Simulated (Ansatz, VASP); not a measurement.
# Sn in VASP and in Ansatz

File INCAR:

```
ALGO     = Fast           # electronic algorithm
EDIFF    = 1E-7           # SCF threshold, eV
ENCUT    = 520            # plane-wave cutoff, eV
GGA      = PS             # functional
ISIF     = 2              # what is computed and relaxed
ISMEAR   = 0              # smearing method
LASPH    = T              # aspherical terms in the spheres
LCHARG   = F              # write CHGCAR
LREAL    = F              # projectors in reciprocal space
LWAVE    = F              # write WAVECAR
NBANDS   = 21             # bands
NELM     = 100            # most SCF steps
PREC     = Accurate       # precision mode
SIGMA    = 0.15           # smearing width, eV
```

The input KPOINTS:

```
k-points
0
Gamma
  12 12 12
```

Contents of POSCAR:

```
Sn
1.0
    0.0000000000      3.3429680000      3.1482320000
    3.3429680000      0.0000000000      3.1482320000
    3.3429680000      3.3429680000      0.0000000000
Sn
2
Direct
    0.5000000000      0.5000000000      0.5000000000
    0.7500000000      0.7500000000      0.7500000000
```

Input for Ansatz:

```yaml
crystal:
  lattice:
    - [0.0, 3.342968, 3.148232]
    - [3.342968, 0.0, 3.148232]
    - [3.342968, 3.342968, 0.0]
  atoms:
    - { symbol: Sn, position: [0.5, 0.5, 0.5] }
    - { symbol: Sn, position: [0.75, 0.75, 0.75] }
basis:
  ecutwfc: 420
kpoints:
  mp_grid: { grid: [12, 12, 12] }
hamiltonian:
  xc: pbesol
scf:
  occupations: { method: gaussian, width: 0.15 }
output:
  forces: true
  stress: true
  eigenvalues: true
```

Change from the starting cell: strain +0.030 along x and y, -0.030 along z, atoms carried along.

Alike in both runs: task single point; functional PBEsol; k mesh 12 × 12 × 12; occupations gaussian, width 0.15 eV; no spin polarisation.

|  | VASP | Ansatz |
| --- | --- | --- |
| version | VASP 6.6.1 | Ansatz 0.2.0 |
| potentials or method | VASP PAW PBE potentials, release 64 (Sn_d), cutoff 520 eV | scalar-relativistic, plane waves, PAW |
| valence electrons in the cell | 28 | 28 |

```csv
,VASP,Ansatz,Ansatz less VASP
gap on the k mesh at the Fermi level (eV),none,none,-
pressure (GPa),-0.3,-0.3,+0.06
"traceless stress, the component that is largest in VASP (GPa)",1.07,1.07,-0.001
```

VASP's potentials were made for PBE, not for PBEsol. A gap of «none» marks a metal or a gap that the smearing closes. The functional is the same, so the differences come from potentials, cutoffs and numerics.
